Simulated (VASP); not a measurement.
WS2: single point with r2SCAN

The system is WS2, a slab with vacuum.

```xyz
3
Lattice="3.1836 0.0000 0.0000 -1.5918 2.7571 0.0000 0.0000 0.0000 16.4162" Properties=species:S:1:pos:R:3 pbc="T T T"
W     0.0000    1.8381    0.0000
S     1.5918    0.9190   14.8584
S     1.5918    0.9190    1.5578
```

This cell differs from its parent crystal: volume scaled by 0.97, then relaxed in part.

```
Program                : VASP 6.6.1
Task                   : single point
Functional             : r2SCAN
Potentials or basis    : VASP PAW PBE potentials, release 64 (W_sv, S)
Cutoff                 : 520 eV
k mesh                 : 12 × 12 × 2
Occupations            : gaussian, width 0.02 eV
Spin                   : no spin polarisation
Dipole correction      : no
Further INCAR settings : ALGO = Normal; EDIFF = 1e-06; NBANDS = 20
```

| Quantity | Value |
| --- | --- |
| Largest force | 0.032 eV/Å |
| Band gap on the k mesh | 1.89 eV, indirect (least direct gap 1.92 eV) |

Forces in eV/Å, atoms in the order of the input:
```
W    0.000  0.000  0.000
S    0.000  0.000 -0.032
S    0.000  0.000  0.032
```

Levels at points of the mesh, in eV from the valence-band top:
```
           k point  band 11  band 12  band 13  band 14  band 15  band 16
(0.00, 0.00, 0.00)    -1.80    -1.80     0.00     3.06     3.06     3.22
(0.50, 0.00, 0.00)    -2.27    -1.45    -0.99     2.98     3.45     4.40
(0.00, 0.00, 0.50)    -1.80    -1.80     0.00     3.06     3.06     3.22
(0.50, 0.00, 0.50)    -2.27    -1.45    -0.99     2.98     3.45     4.40
```

Wall time 3.3 min on 1 thread of Intel(R) Xeon(R) 6975P-C (Granite Rapids), on a shared host, peak memory 0.34 GiB.

Caveat: the PAW data sets were made with another functional, which shifts forces and pressure a little; spin-orbit coupling is left out, which moves the levels of the heavy elements.
